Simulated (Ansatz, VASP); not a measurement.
**Al in VASP and in Ansatz**

```
Al
1.0
     1.42542   -2.46885    0.00000
     1.42542    2.46885    0.00000
     0.00000    0.00000    4.72798
Al
2
Direct
  0.33333 0.66667 0.75000
  0.66667 0.33333 0.25000
```

Change from the starting cell: the structure that the rattled cell fell into.

Alike in both runs: functional PBE; k mesh 22 × 22 × 12; occupations gaussian, width 0.1 eV; no spin polarisation.

Ansatz relaxed the structure, and its values are those at the end. VASP's run is a single point on that final structure, the one shown.

|  | VASP | Ansatz |
| --- | --- | --- |
| version | VASP 6.6.1 | Ansatz 0.2.0 |
| potentials or method | VASP PAW PBE potentials, release 64 (Al), cutoff 520 eV | scalar-relativistic, plane waves, PAW |
| valence electrons in the cell | 6 | 6 |

```csv
,VASP,Ansatz,Ansatz less VASP
gap on the k mesh at the Fermi level (eV),none,none,-
pressure (GPa),0.0,0.0,+0.03
```

A gap of «none» marks a metal or a gap that the smearing closes.
